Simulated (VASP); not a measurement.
# Os (P-1) in VASP: single point with PBEsol+D3(BJ)+U

Aim: the single point of Os with PBEsol+D3(BJ)+U.

Program: VASP 6.6.1. These are calculated values, not measurements. Logs are shortened: lines on timing, memory, paths and dates and some standing lists are left out, and cuts for length are marked.

### Step 1. The cell of the first run

The typed cell holds 1 atom: a = 2.745 Å, b = 2.738 Å, c = 2.701 Å, α = 60.41°, β = 61.18°, γ = 61.81°.

### Step 2. Single point, PBEsol+D3(BJ)+U (the cell strained at random)

Input file INCAR:

```
SYSTEM = Os
ALGO = Normal
EDIFF = 1E-6
ENCUT = 560
GGA = PS
GGA_COMPAT = .FALSE.
ISIF = 2
ISMEAR = -1
IVDW = 12
LASPH = .TRUE.
LCHARG = .FALSE.
LDAU = .TRUE.
LDAUJ = 0
LDAUL = 2
LDAUPRINT = 1
LDAUTYPE = 2
LDAUU = 3
LMAXMIX = 4
LREAL = .FALSE.
LWAVE = .FALSE.
NBANDS = 14
NELM = 200
PREC = Accurate
SIGMA = 0.05
```

Input file KPOINTS:

```
k-points
0
G
  9 9 9
  0 0 0
```

Input file POSCAR:

```
Os
1.0
   -0.0525720000      1.9437170000      1.9376940000
    1.9482710000     -0.0376220000      1.9227440000
    1.9198500000      1.9003460000     -0.0092000000
Os
1
Direct
    0.0003050000      0.0045110000     -0.0191350000
```

Potentials or basis: VASP PAW PBE potentials, release 64 (Os_sv_GW).

Started as:

```sh
cat potpaw_PBE.64/Os_sv_GW/POTCAR > POTCAR
mpirun -np 1 vasp_std > vasp.out
```

OUTCAR:

```text
SYSTEM = Os
   EDIFF = 1E-6
   ENCUT = 560
   GGA = PS
   ISIF = 2
   ISMEAR = -1
   IVDW = 12
   LASPH = .TRUE.
   LREAL = .FALSE.
   NELM = 200
   PREC = Accurate
 IVDW          = 12

 ion  position               nearest neighbor table
   1  0.000  0.005  0.981-

  LATTYP: Found a triclinic cell.
 ALAT       =     2.7013373692
 B/A-ratio  =     1.0130507770
 C/A-ratio  =     1.0161925101
 COS(alpha) =     0.0033065320
 COS(beta)  =     0.4821028434
 COS(gamma) =     0.4932080175

  Lattice vectors:

 A1 = (   1.9198500000,   1.9003460000,  -0.0092000000)
 A2 = (  -0.0284210000,   1.9379680000,  -1.9319440000)
 A3 = (  -0.0525720000,   1.9437170000,   1.9376940000)

Analysis of symmetry for initial positions (statically):
=====================================================================
 Subroutine PRICEL returns:
 Original cell was already a primitive cell.

 Routine SETGRP: Setting up the symmetry group for a
 triclinic supercell.

 Subroutine GETGRP returns: Found  2 space group operations
 (whereof  1 operations were pure point group operations)
 out of a pool of  2 trial point group operations.

The static configuration has the point symmetry C_1 .
 The point group associated with its full space group is S_2 .

Analysis of symmetry for dynamics (positions and initial velocities):
=====================================================================
 Subroutine PRICEL returns:
 Original cell was already a primitive cell.

 Routine SETGRP: Setting up the symmetry group for a
 triclinic supercell.

 Subroutine GETGRP returns: Found  2 space group operations
 (whereof  1 operations were pure point group operations)
 out of a pool of  2 trial point group operations.

The dynamic configuration has the point symmetry C_1 .
 The point group associated with its full space group is S_2 .

 Subroutine INISYM returns: Found  2 space group operations
 (whereof  1 operations are pure point group operations),
 and found     1 'primitive' translations

----------------------------------------------------------------------------------------

                                     Primitive cell

  volume of cell :      14.7160

  direct lattice vectors                    reciprocal lattice vectors
    -0.052572000  1.943717000  1.937694000    -0.248270009  0.252059867  0.256498137
     1.948271000 -0.037622000  1.922744000     0.251439253 -0.252759379  0.260366893
     1.919850000  1.900346000 -0.009200000     0.258914053  0.263403422 -0.257197514

  length of vectors
     2.745078802  2.737539003  2.701337369     0.436993670  0.441474711  0.450076005

  position of ions in fractional coordinates (direct lattice)
     0.000305000  0.004511000  0.980865000

  ion indices of the primitive-cell ions
   primitive index   ion index
                 1           1

----------------------------------------------------------------------------------------

 KPOINTS: k-points

Automatic generation of k-mesh.
 Grid dimensions read from file:
 generate k-points for:    9    9    9

 Generating k-lattice:

  Cartesian coordinates                     Fractional coordinates (reciprocal lattice)
    -0.027585557  0.028006652  0.028499793     0.111111111 -0.000000000 -0.000000000
     0.027937695 -0.028084375  0.028929655     0.000000000  0.111111111  0.000000000
     0.028768228  0.029267047 -0.028577502     0.000000000  0.000000000  0.111111111

  Length of vectors
     0.048554852  0.049052746  0.050008445

  Shift w.r.t. Gamma in fractional coordinates (k-lattice)
[... 45 lines left out ...]
   ICHARG =      2    charge: 1-file 2-atom 10-const
   ISPIN  =      1    spin polarized calculation?
   LNONCOLLINEAR =      F non collinear calculations
   LSORBIT =      F    spin-orbit coupling
   LASPH  =      T    aspherical Exc in radial PAW
   ENCUT  =  560.0 eV  41.16 Ry    6.42 a.u.   5.30  5.28  5.21*2*pi/ulx,y,z
   NELM   =    200;   NELMIN=  2; NELMDL= -5     # of ELM steps
   EDIFF  = 0.1E-05   stopping-criterion for ELM
   LREAL  =      F    real-space projection
   EDIFFG = 0.1E-04   stopping-criterion for IOM
   NSW    =      0    number of steps for IOM
   IBRION =     -1    ionic relax: 0-MD 1-quasi-New 2-CG
   NFREE  =      0    steps in history (QN), initial steepest desc. (CG)
   ISIF   =      2    stress and relaxation
   ISYM   =      2    0-nonsym 1-usesym 2-fastsym
   POTIM  = 0.5000    time-step for ionic-motion
   TEBEG  =    0.0;   TEEND  =   0.0 temperature during run
   PSTRESS=    0.0 pullay stress
   NELECT =      16.0000    total number of electrons
   NUPDOWN=      -1.0000    fix difference up-down
   EMIN   =  10.00;   EMAX   =-10.00  energy-range for DOS
   EFERMI =   0.00;   METHOD = LEGACY
   ISMEAR =    -1;   SIGMA  =   0.05  broadening in eV -4-tet -1-fermi 0-gaus
   EFERMI_NEDOS =   21; number of points for ismear=-14 and -15
   IALGO  =     38    algorithm
   IMIX   =      4    mixing-type and parameters
     AMIX     =   0.40;   BMIX     =  1.00
     AMIX_MAG =   1.60;   BMIX_MAG =  1.00
  volume/ion in A,a.u.               =      14.72        99.31
  Fermi-wavevector in a.u.,A,eV,Ry     =   1.683392  3.181149 38.556304  2.833808
  Thomas-Fermi vector in A             =   2.766601
   LORBIT       =      0    0 simple, 1 ext, 2 COOP (PROOUT), +10 PAW based schemes
 LDA+U is selected, type is set to LDAUTYPE =  2
   angular momentum for each species LDAUL =     2
   U (eV)           for each species LDAUU =   3.0
   J (eV)           for each species LDAUJ =   0.0
   GGA     = PS    functional components
   LHFCALC =     F    Hartree Fock is set to
   AEXX    =    0.0000 exact exchange contribution
   IVDW    =    12    specifies the selected vdW correction
   LEPSILON=     F    determine dielectric tensor
   LRPA    =     F    only Hartree local field effects (RPA)
 non-spin polarized calculation
  energy-cutoff  :      560.00
  volume of cell :       14.72
 maximum number of plane-waves:       454
 NGX is ok and might be reduce to    24
   NGX = 11   NGY = 11   NGZ = 11

atom =   1  type =  1  l = 2

 onsite density matrix

spin component  1

  0.4958  0.0011 -0.0051 -0.0004 -0.0003
  0.0011  0.4998 -0.0005  0.0037  0.0006
 -0.0051 -0.0005  0.5576  0.0009 -0.0016
 -0.0004  0.0037  0.0009  0.4964  0.0014
 -0.0003  0.0006 -0.0016  0.0014  0.5597

spin component  2

  0.4958  0.0011 -0.0051 -0.0004 -0.0003
  0.0011  0.4998 -0.0005  0.0037  0.0006
 -0.0051 -0.0005  0.5576  0.0009 -0.0016
 -0.0004  0.0037  0.0009  0.4964  0.0014
 -0.0003  0.0006 -0.0016  0.0014  0.5597

 occupancies and eigenvectors

  o =  0.4937  v =  0.4347 -0.5154  0.0204  0.7382 -0.0084  0.0000  0.0000  0.0000  0.0000  0.0000      0.0000  0.0000  0.0000  0.0000  0.0000  0.0000  0.0000  0.0000  0.0000  0.0000
  o =  0.4937  v =  0.0000  0.0000  0.0000  0.0000  0.0000  0.4347 -0.5154  0.0204  0.7382 -0.0084      0.0000  0.0000  0.0000  0.0000  0.0000  0.0000  0.0000  0.0000  0.0000  0.0000
  o =  0.4957  v =  0.0000  0.0000  0.0000  0.0000  0.0000  0.8909  0.1539  0.0816 -0.4193  0.0147      0.0000  0.0000  0.0000  0.0000  0.0000  0.0000  0.0000  0.0000  0.0000  0.0000
  o =  0.4957  v =  0.8909  0.1539  0.0816 -0.4193  0.0147  0.0000  0.0000  0.0000  0.0000  0.0000      0.0000  0.0000  0.0000  0.0000  0.0000  0.0000  0.0000  0.0000  0.0000  0.0000
  o =  0.5022  v =  0.1023  0.8429  0.0090  0.5278 -0.0206  0.0000  0.0000  0.0000  0.0000  0.0000      0.0000  0.0000  0.0000  0.0000  0.0000  0.0000  0.0000  0.0000  0.0000  0.0000
  o =  0.5022  v =  0.0000  0.0000  0.0000  0.0000  0.0000  0.1023  0.8429  0.0090  0.5278 -0.0206      0.0000  0.0000  0.0000  0.0000  0.0000  0.0000  0.0000  0.0000  0.0000  0.0000
  o =  0.5571  v = -0.0746 -0.0026  0.8523  0.0244  0.5172  0.0000  0.0000  0.0000  0.0000  0.0000      0.0000  0.0000  0.0000  0.0000  0.0000  0.0000  0.0000  0.0000  0.0000  0.0000
  o =  0.5571  v =  0.0000  0.0000  0.0000  0.0000  0.0000 -0.0746 -0.0026  0.8523  0.0244  0.5172      0.0000  0.0000  0.0000  0.0000  0.0000  0.0000  0.0000  0.0000  0.0000  0.0000
  o =  0.5607  v =  0.0000  0.0000  0.0000  0.0000  0.0000  0.0365  0.0142 -0.5162  0.0124  0.8555      0.0000  0.0000  0.0000  0.0000  0.0000  0.0000  0.0000  0.0000  0.0000  0.0000
  o =  0.5607  v =  0.0365  0.0142 -0.5162  0.0124  0.8555  0.0000  0.0000  0.0000  0.0000  0.0000      0.0000  0.0000  0.0000  0.0000  0.0000  0.0000  0.0000  0.0000  0.0000  0.0000

 number of electron      16.0000000 magnetization

 Free energy of the ion-electron system (eV)
  ---------------------------------------------------
  ext. energy  EPLUGINS =         0.00000000
  ---------------------------------------------------
  free energy    TOTEN  =        -9.42951697 eV

  energy without entropy =       -9.42467681  energy(sigma->0) =       -9.42709689

 E-fermi :  12.6197     XC(G=0): -14.4267

 val. band max:       12.6152259161   @ k =  -0.3333   0.1111   0.4444
 cond. band min:      12.6263897533   @ k =   0.0000   0.0000   0.0000
 fundamental gap:      0.0111638372
 Fermi energy:        12.6197433394

 k-point     1 :       0.0000    0.0000    0.0000
  band No.  band energies     occupation
      1     -73.9115      2.00000
      2     -32.8364      2.00000
      3     -32.7810      2.00000
      4     -32.7346      2.00000
      5       2.1396      2.00000
      6       9.3931      2.00000
      7       9.8172      2.00000
      8      10.1145      2.00000
      9      12.3988      1.97618
     10      12.6264      0.93363
     11      25.9504      0.00000
     12      30.7384      0.00000
     13      31.6698      0.00000
     14      32.0473      0.00000
[... 377 lines left out ...]
      1     -73.8549      2.00000
      2     -33.4764      2.00000
      3     -32.8874      2.00000
      4     -32.8383      2.00000
      5       5.0432      2.00000
      6       9.6148      2.00000
      7       9.8404      2.00000
      8      10.2447      2.00000
      9      13.4258      0.00000
     10      13.7483      0.00000
     11      24.0390      0.00000
     12      27.6261      0.00000
     13      34.3224      0.00000
     14      35.2591      0.00000

 [... further k-points ...]

------------------------ aborting loop because EDIFF is reached ----------------------------------------

 Edisp (eV)   -0.63452

 E8    (eV) :    -0.4529

  FORCE on cell =-STRESS in cart. coord.  units (eV):
  Direction    XX          YY          ZZ          XY          YZ          ZX
  --------------------------------------------------------------------------------------
  -------------------------------------------------------------------------------------
  Total      -2.85672    -2.52183    -2.50699     1.12570    -0.07379     0.33086
  in kB    -311.02056  -274.56001  -272.94425   122.55882    -8.03375    36.02143
  external pressure =     -286.17 kB  Pullay stress =        0.00 kB

 VOLUME and BASIS-vectors are now :
 -----------------------------------------------------------------------------
  energy-cutoff  :      560.00
  volume of cell :       14.72
      direct lattice vectors                 reciprocal lattice vectors
    -0.052572000  1.943717000  1.937694000    -0.248270009  0.252059867  0.256498137
     1.948271000 -0.037622000  1.922744000     0.251439253 -0.252759379  0.260366893
     1.919850000  1.900346000 -0.009200000     0.258914053  0.263403422 -0.257197514

 POSITION                                       TOTAL-FORCE (eV/Angst)
 -----------------------------------------------------------------------------------
      1.89189      1.86441      0.00024        -0.000000     -0.000000      0.000000
 -----------------------------------------------------------------------------------
    total drift:                               -0.000000      0.000004      0.000001

  FREE ENERGIE OF THE ION-ELECTRON SYSTEM (eV)
  ---------------------------------------------------
  free  energy   TOTEN  =       -10.0640403994 eV

  energy  without entropy=      -10.0592002439  energy(sigma->0) =      -10.06162032
```

Wall time 61 s (1 thread of Intel Xeon Platinum 8375C at 2.90GHz (Ice Lake), shared host); peak memory 0.22 GiB.

Results:

| Item | Value |
| --- | --- |
| Free energy | -10.0640 eV |
| Pressure | -28.6 GPa |
| Band gap on the k mesh | zero (bands 8 and 9 overlap by 3.18 eV) |
| Dispersion energy per atom | -0.635 eV |

Levels at points of the mesh, in eV from the Fermi level:
| k point | band 5 | band 6 | band 7 | band 8 | band 9 | band 10 | band 11 | band 12 |
| --- | --- | --- | --- | --- | --- | --- | --- | --- |
| (0.00, 0.00, 0.00) | -10.48 | -3.23 | -2.80 | -2.51 | -0.22 | 0.01 | 13.33 | 18.12 |

Eigenvalues of the final occupation matrices:
| site | spin | trace | eigenvalues |
| --- | --- | --- | --- |
| site 1 d | 1 | 2.61 | 0.49 0.50 0.50 0.56 0.56 |
| site 1 d | 2 | 2.61 | 0.49 0.50 0.50 0.56 0.56 |

Caveat: the cell differs from its parent crystal (the cell strained at random); the cell stands under tension; the PAW data sets were made with another functional, which shifts forces and pressure a little; spin-orbit coupling is left out, which moves the levels of the heavy elements; U without spin polarisation on a metal has little footing; the U is typed as a test and isn't derived for this compound.
